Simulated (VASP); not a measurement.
# LiF: relaxation of cell and atoms with RPBE+D3(BJ)

Crystal: LiF.

```
F Li
1.0
     2.55953    0.00000    0.00000
     0.00000    2.55953    0.00000
     0.00000    0.00000    2.55953
F Li
1 1
Cartesian
  1.2798 1.2798 1.2798
  0.0000 0.0000 0.0000
```

```yaml
Program: VASP 6.6.1
Task: relaxation of cell and atoms
Functional: RPBE
Dispersion: D3(BJ)
Potentials_or_basis: VASP PAW PBE potentials, release 64 (F, Li_sv)
Cutoff: 600 eV
k_mesh: 10 × 10 × 10
Occupations: fermi-dirac, width 0.05 eV
Spin: no spin polarisation
Dipole_correction: no
Further_INCAR_settings: ALGO = Normal; EDIFF = 1e-06; IBRION = 2; EDIFFG = -0.005; NSW = 80; ISIF = 3
```

* Relaxed volume: 7.10 Å³/atom
* Relaxed cell: a = 2.422 Å, b = 2.422 Å, c = 2.422 Å, α = 90.00°, β = 90.00°, γ = 90.00°
* Space group after relaxing (to 0.05 Å): Pm-3m (No. 221)
* Energy gained by relaxing: 53.5 meV/atom
* Ionic steps: 4
* Pressure after relaxing: 0.1 GPa
* Band gap on the k mesh: 9.25 eV, indirect (least direct gap 10.10 eV)
* Dispersion energy per atom: -0.834 eV

The path:
```
step  energy change (eV)  largest force (eV/Å)  pressure (GPa)  volume (Å³)
   1              0.0000                0.0000          -11.57        16.77
   2             -0.0826                0.0000           -6.43        15.34
   3             -0.1063                0.0000           -1.28        14.41
   4             -0.1071                0.0000            0.06        14.20
```

Final structure:
```
F Li
1.0
     2.42151    0.00000    0.00000
     0.00000    2.42151    0.00000
     0.00000    0.00000    2.42151
F Li
1 1
Direct
  0.50000 0.50000 0.50000
  0.00000 0.00000 0.00000
```

Levels at points of the mesh, in eV from the valence-band top:
```csv
k point,band 2,band 3,band 4,band 5,band 6,band 7,band 8,band 9
"(0.00, 0.00, 0.00)",-21.67,-0.85,-0.85,-0.85,9.25,20.05,20.05,23.37
"(0.50, 0.00, 0.00)",-21.06,-4.45,-0.35,-0.35,10.29,16.20,22.28,22.28
"(0.50, 0.50, 0.00)",-20.31,-4.04,-4.04,0.00,14.71,15.30,15.30,21.42
"(0.50, 0.50, 0.50)",-19.69,-2.82,-2.82,-2.82,11.82,11.82,11.82,26.93
```

It took 18 s on 1 thread of Intel(R) Xeon(R) Platinum 8259CL CPU @ 2.50GHz (Skylake/Cascade Lake), on a shared host, peak memory 0.14 GiB.

Caveat: the cutoff is under 1.25 times the usual one of these potentials, so pressure, stress and relaxed cells hold a basis-set (Pulay) error; the volume moved by over 15 % at a fixed basis, so the end points are rough; the PAW data sets were made with another functional, which shifts forces and pressure a little. As with any semilocal functional, this RPBE gap is likely too small.
